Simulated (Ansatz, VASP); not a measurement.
**Cd in VASP and in Ansatz**

```
CELL_PARAMETERS angstrom
2.88186 0.00000 0.00000
-1.44093 2.49577 0.00000
0.00000 0.00000 5.63837
ATOMIC_POSITIONS crystal
Cd 0.33333 0.66667 0.25000
Cd 0.66667 0.33333 0.75000
```

Alike in both runs: task single point; functional LDA; k mesh 13 × 13 × 6; no spin polarisation.

|  | VASP | Ansatz |
| --- | --- | --- |
| version | VASP 6.6.1 | Ansatz 0.2.0 |
| potentials or method | VASP PAW LDA potentials, release 64 (Cd), cutoff 520 eV | plane waves (420 eV) with PAW, scalar-relativistic |
| occupations | methfessel-paxton of order 1, width 0.03 eV | cold, width 0.03 eV |
| valence electrons in the cell | 24 | 40 |

```csv
,VASP,Ansatz,Ansatz less VASP
pressure (GPa),0.8,0.0,-0.71
"traceless stress, the component that is largest in VASP (GPa)",-2.47,-2.11,+0.360
```

Ansatz warns that its potentials were made for another functional, while VASP's fit it. LDA's correlation is that of Perdew and Zunger in VASP and of Perdew and Wang (1992) in Ansatz. VASP's potentials hold 24 valence electrons a cell and Ansatz's 40, so a difference there can come from the potentials and not from the codes.
